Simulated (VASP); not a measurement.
# Mo7S12 (P1) in VASP: a series of runs, part 2 of 2

VASP 6.6.1. The steps go on from the part before.

## Step 3: Single point, PBE+D3(BJ) (atoms taken out, then relaxed in part)

File INCAR:

```
SYSTEM = Mo7S12
PREC     = Accurate       ! precision mode
ENCUT    = 520            ! plane-wave cutoff, eV
EDIFF    = 1E-6           ! SCF threshold, eV
ISMEAR   = 0              ! smearing method
SIGMA    = 0.1            ! smearing width, eV
LREAL    = Auto         
LASPH    = .True.         ! aspherical terms in the spheres
NELM     = 100            ! most SCF steps
ALGO     = Normal         ! electronic algorithm
ISIF     = 2              ! what is computed and relaxed
LWAVE    = .False.        ! write WAVECAR
LCHARG   = .False.        ! write CHGCAR
GGA      = PE             ! functional
IVDW     = 12             ! dispersion correction
ISYM     = 0            
NBANDS   = 100            ! bands
```

File KPOINTS:

```
regular mesh
0
Gamma
  3 3 3
  0 0 0
```

File POSCAR:

```
Mo7S12
1.0
    1.5261401317      4.5453185931     -6.1545538857
    3.0094765755     -3.6179849679     -6.1513165524
   -4.6935535555     -0.9522020144     -6.2173633039
Mo S
7 12
Direct
    0.4638511566      0.8184143793      0.7302713449
    0.7011084161      0.4376715617      0.8305699798
    0.1510497313      0.3184404875      0.5186897410
    0.8600899448      0.7088417866      0.4438795673
    0.2651449729      0.5987217011      0.1246732430
    0.5778371299      0.1153273362      0.2958549492
    0.9724368013      0.9849118896      0.0350222725
    0.6709664132      0.0997941732      0.9647530964
    0.9480389413      0.6688671143      0.1171034520
    0.3814483589      0.5224982809      0.8196268735
    0.1242719764      0.9767782223      0.6941686437
    0.5306179745      0.8061017841      0.4037998517
    0.8201427718      0.3786864988      0.5323026532
    0.2550719792      0.2477316079      0.2335940024
    0.2002575786      0.6229754422      0.4474536763
    0.4567025584      0.1872927085      0.6004667237
    0.8904303442      0.0619662684      0.3220857314
    0.3115371027      0.9231033335      0.0205211973
    0.7783670195      0.7213100885      0.7810783155
```

Potentials or basis: VASP PAW PBE potentials, release 64 (Mo_sv, S).

Run with:

```console
cat potpaw_PBE.64/Mo_sv/POTCAR potpaw_PBE.64/S/POTCAR > POTCAR
mpirun -np 1 vasp_std > vasp.out
```

OUTCAR:

```text
SYSTEM = Mo7S12
   PREC = Accurate
   ENCUT = 520
   EDIFF = 1E-6
   ISMEAR = 0
   LREAL = Auto
   LASPH = .True.
   NELM = 100
   ISIF = 2
   GGA = PE
   IVDW = 12
   ISYM = 0
 IVDW          = 12

 ion  position               nearest neighbor table
   1  0.464  0.818  0.730-  10 2.36  18 2.40  19 2.40  12 2.42  11 2.48  16 2.54   2 2.69   5 2.86
                             4 2.95   6 3.11
   2  0.701  0.438  0.831-  13 2.29  10 2.32  19 2.35   8 2.41   1 2.69   4 2.89   5 3.25   7 3.29
                             3 3.30   6 3.35
   3  0.151  0.318  0.519-  14 2.26  15 2.33  13 2.38  16 2.41  11 2.42   5 2.87   4 2.88   6 3.08
                             2 3.30
   4  0.860  0.709  0.444-  13 2.45  15 2.45  12 2.47  19 2.47   9 2.48  17 2.54   3 2.88   2 2.89
                             7 2.93   1 2.95   6 3.01   5 3.11
   5  0.265  0.599  0.125-   9 2.32  18 2.40  10 2.41  15 2.44  14 2.48   1 2.86   3 2.87   7 2.88
                             4 3.11   2 3.25
   6  0.578  0.115  0.296-  12 2.29  17 2.38  16 2.39   8 2.42  14 2.46   7 2.89   4 3.01   3 3.08
                             1 3.11   2 3.35
   7  0.972  0.985  0.035-   9 2.30  17 2.34   8 2.35  11 2.42  18 2.44   5 2.88   6 2.89   4 2.93
                             2 3.29
   8  0.671  0.100  0.965-   7 2.35   2 2.41   6 2.42
   9  0.948  0.669  0.117-   7 2.30   5 2.32   4 2.48
  10  0.381  0.522  0.820-   2 2.32   1 2.36   5 2.41
  11  0.124  0.977  0.694-   3 2.42   7 2.42   1 2.48
  12  0.531  0.806  0.404-   6 2.29   1 2.42   4 2.47
  13  0.820  0.379  0.532-   2 2.29   3 2.38   4 2.45
  14  0.255  0.248  0.234-   3 2.26   6 2.46   5 2.48
  15  0.200  0.623  0.447-   3 2.33   5 2.44   4 2.45
  16  0.457  0.187  0.600-   6 2.39   3 2.41   1 2.54
  17  0.890  0.062  0.322-   7 2.34   6 2.38   4 2.54
  18  0.312  0.923  0.021-   1 2.40   5 2.40   7 2.44
  19  0.778  0.721  0.781-   2 2.35   1 2.40   4 2.47

IMPORTANT INFORMATION: All symmetrisations will be switched off!
NOSYMM: (Re-)initialisation of all symmetry stuff for point group C_1.

----------------------------------------------------------------------------------------

                                     Primitive cell

  volume of cell :     363.8167
[... 141 lines left out ...]
   LEPSILON=     F    determine dielectric tensor
   LRPA    =     F    only Hartree local field effects (RPA)
 non-spin polarized calculation
 Gauss-broadening in eV      SIGMA  =   0.10
  energy-cutoff  :      520.00
  volume of cell :      363.82
 maximum number of plane-waves:      9829
 NGX is ok and might be reduce to    60
   NGX = 29   NGY = 29   NGZ = 29

 number of electron     170.0000000 magnetization

 Free energy of the ion-electron system (eV)
  ---------------------------------------------------
  ext. energy  EPLUGINS =         0.00000000
  ---------------------------------------------------
  free energy    TOTEN  =      -136.53406567 eV

  energy without entropy =     -136.50362286  energy(sigma->0) =     -136.51884426

 E-fermi :   6.8146     XC(G=0): -10.4278

 val. band max:        6.7968593372   @ k =   0.3333  -0.0000  -0.0000
 cond. band min:       6.8433274739   @ k =  -0.0000   0.0000   0.3333
 fundamental gap:      0.0464681367
 Fermi energy:         6.8145613833

 k-point     1 :       0.0000    0.0000    0.0000
  band No.  band energies     occupation
      1     -54.6681      2.00000
      2     -54.6202      2.00000
      3     -54.4937      2.00000
      4     -54.4600      2.00000
      5     -54.4301      2.00000
      6     -54.3492      2.00000
[... 1389 lines left out ...]
     96       8.8921      0.00000
     97       8.9515      0.00000
 [bands above 97 left out]

------------------------ aborting loop because EDIFF is reached ----------------------------------------

 Edisp (eV)   -7.63417

 E8    (eV) :    -3.1075

  FORCE on cell =-STRESS in cart. coord.  units (eV):
  Direction    XX          YY          ZZ          XY          YZ          ZX
  --------------------------------------------------------------------------------------
  -------------------------------------------------------------------------------------
  Total      -0.14205    -0.10607    -0.24345    -0.07403     0.02270    -0.03839
  in kB      -0.62555    -0.46712    -1.07209    -0.32603     0.09998    -0.16907
  external pressure =       -0.72 kB  Pullay stress =        0.00 kB

 VOLUME and BASIS-vectors are now :
 -----------------------------------------------------------------------------
  energy-cutoff  :      520.00
  volume of cell :      363.82
      direct lattice vectors                 reciprocal lattice vectors
     1.526140132  4.545318593 -6.154553886     0.045729160  0.130787140 -0.054551748
     3.009476575 -3.617984968 -6.151316552     0.093784254 -0.105479760 -0.054644286
    -4.693553556 -0.952202014 -6.217363304    -0.138055180 -0.025106641 -0.052775431

 POSITION                                       TOTAL-FORCE (eV/Angst)
 -----------------------------------------------------------------------------------
     -0.25667     -1.54803    -12.42949        -0.005550     -0.031310     -0.006401
     -1.51117      0.81240    -12.17122         0.002674      0.034139      0.020388
     -1.24564     -0.95944     -6.11335        -0.002304      0.008947     -0.009886
      1.36249      0.92214    -12.41354         0.006187      0.009121     -0.003951
      1.62133     -1.07971     -6.08991         0.008493      0.016643      0.022616
     -0.15968      1.92749     -6.10518        -0.003512      0.015809      0.008840
[... 11 lines left out ...]
      3.15719     -1.94328     -7.72326        -0.000390      0.005201      0.014658
     -0.30737      0.18449    -14.08376        -0.000044      0.001888      0.013622
 -----------------------------------------------------------------------------------
    total drift:                               -0.003466      0.001822      0.003385

  FREE ENERGIE OF THE ION-ELECTRON SYSTEM (eV)
  ---------------------------------------------------
  free  energy   TOTEN  =      -144.1682327814 eV

  energy  without entropy=     -144.1377899731  energy(sigma->0) =     -144.15301138
```

stdout:

```text
POSCAR found type information on POSCAR MoS
 POSCAR found :  2 types and      19 ions
 scaLAPACK will be used
 LDA part: xc-table for (Slater+PW92), standard interpolation
 POSCAR, INCAR and KPOINTS ok, starting setup
 FFT: planning ... GRIDC
 FFT: planning ... GRID_SOFT
 FFT: planning ... GRID
 WAVECAR not read
 entering main loop
```

It took 12 min on 1 thread of Intel Xeon Platinum 8488C (Sapphire Rapids), shared host; peak memory 0.65 GiB.

What came out:

| Item | Value |
| --- | --- |
| Free energy | -144.1682 eV |
| Pressure | -0.1 GPa |
| Largest force | 0.040 eV/Å |
| Band gap on the k mesh | zero (filled and empty bands touch) |
| Dispersion energy per atom | -0.402 eV |

Forces in eV/Å, atoms in the order of the input:
```
Mo  -0.006 -0.031 -0.006
Mo   0.003  0.034  0.020
Mo  -0.002  0.009 -0.010
Mo   0.006  0.009 -0.004
Mo   0.008  0.017  0.023
Mo  -0.004  0.016  0.009
Mo   0.024  0.012 -0.016
S   -0.005 -0.012 -0.006
S   -0.005 -0.001 -0.021
S   -0.004  0.004 -0.014
S   -0.007 -0.017 -0.004
S    0.009 -0.013 -0.019
S   -0.012 -0.018 -0.013
S    0.000 -0.019 -0.009
S   -0.001  0.005  0.021
S   -0.007 -0.001  0.006
S    0.003  0.000  0.015
S    0.000  0.005  0.015
S    0.000  0.002  0.014
```

Caveat: the cell differs from its parent crystal (atoms taken out, then relaxed in part).

## Step 4: Relaxation of cell and atoms, PBE+D3(BJ) (atoms taken out)

File INCAR:

```
  PREC = Accurate
  ENCUT = 600
  EDIFF = 1E-6
  ISMEAR = 0
  SIGMA = 0.1
  LREAL = Auto
  LASPH = T
  NELM = 80
  ALGO = Fast
  ISIF = 3
  LWAVE = F
  LCHARG = F
  GGA = PE
  IVDW = 12
  IBRION = 2
  NSW = 45
  EDIFFG = -0.04
  ISYM = 0
```

File KPOINTS:

```
regular mesh
0
Gamma
  3 3 3
```

File POSCAR:

```
Mo7S12
1.0
    1.5212102677      4.5558092368     -6.1734474237
    3.0046991788     -3.6022752530     -6.1512051145
   -4.7010697598     -0.9384018098     -6.2302581156
Mo S
7 12
Direct
    0.4628290103      0.8184207294      0.7303843672
    0.7012768775      0.4365251397      0.8295108947
    0.1508807971      0.3184345195      0.5169270354
    0.8592661113      0.7076833387      0.4443190229
    0.2680463767      0.5996464196      0.1231046672
    0.5772005464      0.1154289677      0.2972336089
    0.9716413986      0.9855370326      0.0374426344
    0.6726130652      0.0980758219      0.9658764169
    0.9508882821      0.6680131858      0.1172821416
    0.3827649431      0.5211324372      0.8190477055
    0.1234556673      0.9772713534      0.6965953464
    0.5308201772      0.8051880042      0.4039477218
    0.8209574559      0.3766952718      0.5315964570
    0.2573520969      0.2483194641      0.2316161905
    0.1993534493      0.6232457425      0.4465400160
    0.4545616670      0.1888802415      0.6007571750
    0.8888096578      0.0626751480      0.3236672580
    0.3104038719      0.9266079206      0.0189084885
    0.7762497200      0.7216539264      0.7811581669
```

Run with:

```console
cat potpaw_PBE.64/Mo_sv/POTCAR potpaw_PBE.64/S/POTCAR > POTCAR
mpirun -np 1 vasp_std > vasp.out
```

It took 2 h on 1 thread of Oxide Virtual Turin-like, shared host; peak memory 0.84 GiB.

It converged, with:

```
Free energy                           : -144.1703 eV
Relaxed volume                        : 19.15 Å³/atom
Relaxed cell                          : a = 7.814 Å, b = 7.735 Å, c = 7.853 Å, α = 63.05°, β = 63.96°, γ = 64.47°
Space group after relaxing (to 0.1 Å) : P1 (No. 1)
Energy gained by relaxing             : 0.4 meV/atom
Ionic steps                           : 10
Pressure after relaxing               : 0.0 GPa
Largest force after relaxing          : 0.027 eV/Å
Band gap on the k mesh                : zero (filled and empty bands touch)
Dispersion energy per atom            : -0.402 eV
```

Forces on the atoms (eV/Å):
```
Mo  -0.004 -0.010  0.008
Mo   0.003  0.004  0.008
Mo  -0.021  0.004 -0.016
Mo  -0.006  0.004 -0.010
Mo   0.004 -0.001  0.017
Mo   0.003 -0.001  0.000
Mo   0.010  0.014  0.005
S    0.000 -0.014  0.002
S    0.000  0.002  0.006
S   -0.006  0.011 -0.007
S   -0.012 -0.011 -0.008
S    0.007 -0.015 -0.001
S   -0.011 -0.012  0.001
S    0.013 -0.007  0.007
S   -0.009  0.015  0.003
S   -0.005  0.020 -0.011
S    0.025 -0.004 -0.002
S    0.004 -0.004  0.007
S    0.003  0.005 -0.008
```

Step by step:
| step | energy change (eV) | largest force (eV/Å) | pressure (GPa) | volume (Å³) |
| --- | --- | --- | --- | --- |
| 1 | 0.0000 | 0.1338 | -0.05 | 364.34 |
| 2 | -0.0027 | 0.0837 | 0.13 | 364.00 |
| 3 | -0.0027 | 0.0881 | 0.13 | 363.98 |
| 4 | -0.0044 | 0.0606 | -0.10 | 364.45 |
| 5 | -0.0045 | 0.0625 | -0.15 | 364.56 |
| 6 | -0.0057 | 0.0616 | 0.03 | 364.12 |
| 7 | -0.0058 | 0.0742 | 0.05 | 364.07 |
| 8 | -0.0065 | 0.0450 | -0.02 | 364.11 |
| 9 | -0.0065 | 0.0450 | -0.04 | 364.12 |
| 10 | -0.0070 | 0.0265 | -0.01 | 363.91 |

Final structure:
```yaml
crystal:
  lattice:
    - [1.52104, 4.55374, -6.16525]
    - [3.00584, -3.60709, -6.14744]
    - [-4.69717, -0.94061, -6.22310]
  atoms:
    - { symbol: Mo, position: [0.46352, 0.81867, 0.73043] }
    - { symbol: Mo, position: [0.70121, 0.43725, 0.83045] }
    - { symbol: Mo, position: [0.15075, 0.31877, 0.51847] }
    - { symbol: Mo, position: [0.86005, 0.70899, 0.44353] }
    - { symbol: Mo, position: [0.26563, 0.59871, 0.12436] }
    - { symbol: Mo, position: [0.57797, 0.11512, 0.29586] }
    - { symbol: Mo, position: [0.97262, 0.98543, 0.03506] }
    - { symbol: S, position: [0.67175, 0.09882, 0.96515] }
    - { symbol: S, position: [0.94899, 0.66876, 0.11703] }
    - { symbol: S, position: [0.38201, 0.52206, 0.81954] }
    - { symbol: S, position: [0.12448, 0.97662, 0.69423] }
    - { symbol: S, position: [0.53120, 0.80543, 0.40407] }
    - { symbol: S, position: [0.82054, 0.37820, 0.53223] }
    - { symbol: S, position: [0.25566, 0.24720, 0.23381] }
    - { symbol: S, position: [0.19947, 0.62394, 0.44695] }
    - { symbol: S, position: [0.45526, 0.18819, 0.60044] }
    - { symbol: S, position: [0.88955, 0.06194, 0.32286] }
    - { symbol: S, position: [0.31123, 0.92373, 0.02049] }
    - { symbol: S, position: [0.77747, 0.72160, 0.78098] }
```

Levels at points of the mesh, in eV from the Fermi level:
```tsv
k point	band 83	band 84	band 85	band 86	band 87	band 88
(0.00, 0.00, 0.00)	-0.62	-0.39	-0.08	0.18	0.34	0.70
```

Caveat: the cell differs from its parent crystal (atoms taken out).

## Step 5: The runs side by side

| task | cell | k mesh | cutoff (eV) | gap on the mesh (eV) | pressure (GPa) | largest force (eV/Å) |
| --- | --- | --- | --- | --- | --- | --- |
| single point | a = 7.822, b = 7.736, c = 7.861 Å, angles 63.0, 63.9, 64.4°, 19 atoms, atomic positions A | 2 × 2 × 2, shifted | 520 | 0.02 | -0.1 | 0.05 |
| single point | a = 7.802, b = 7.745, c = 7.848 Å, angles 63.0, 64.1, 64.5°, 19 atoms, atomic positions B | 3 × 3 × 3 | 520 | none | -0.1 | 0.04 |
| relaxation of cell and atoms | relaxed from a = 7.822, b = 7.736, c = 7.861 Å, angles 63.0, 63.9, 64.4°, 19 atoms, atomic positions A | 3 × 3 × 3 | 600 | none | 0.0 | 0.03 |

Alike in all rows: level PBE+D3(BJ); potentials or basis VASP PAW PBE potentials, release 64 (Mo_sv, S); no spin polarisation; smearing gaussian 0.1 eV.

Caveats: semilocal functionals underestimate gaps, and a narrow one can read as zero (at least some runs); a shifted mesh leaves out Γ, where band edges can lie (at least some runs).

Total energies depend on the potentials used, so only differences within one code and one set of settings carry meaning.

The gap in the log of VASP goes by the Fermi energy; the results here count the filled bands.